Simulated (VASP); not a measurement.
Si5C19, 24 atoms in the cell. The typed cell holds 24 atoms: a = 5.592 Å, b = 5.590 Å, c = 6.834 Å, α = 90.43°, β = 89.85°, γ = 119.83°. 

```yaml
Program: VASP 6.6.1
Task: single point
Functional: PBE
Potentials_or_basis: VASP PAW PBE potentials, release 64 (C, Si)
Cutoff: 520 eV
k_mesh: 3 × 3 × 2, shifted
Occupations: gaussian, width 0.1 eV
Spin: no spin polarisation
Dipole_correction: no
Further_INCAR_settings: LREAL = Auto; ALGO = Normal; EDIFF = 1e-07; NBANDS = 66; ISYM = 0
```

Potentials or basis: VASP PAW PBE potentials, release 64 (C, Si).

Launch:

```console
$ cat potpaw_PBE.64/C/POTCAR potpaw_PBE.64/Si/POTCAR > POTCAR
$ mpirun -np 1 vasp_std > vasp.out
```

Hardware: 1 thread of Intel(R) Xeon(R) 6975P-C (Granite Rapids), with other jobs on the host.

Estimate the wall time of this run.

Run time: 81 s on 1 thread of Intel(R) Xeon(R) 6975P-C (Granite Rapids) (shared host), peak memory 0.3 GiB. Counts: scf iterations 16, k points 9.
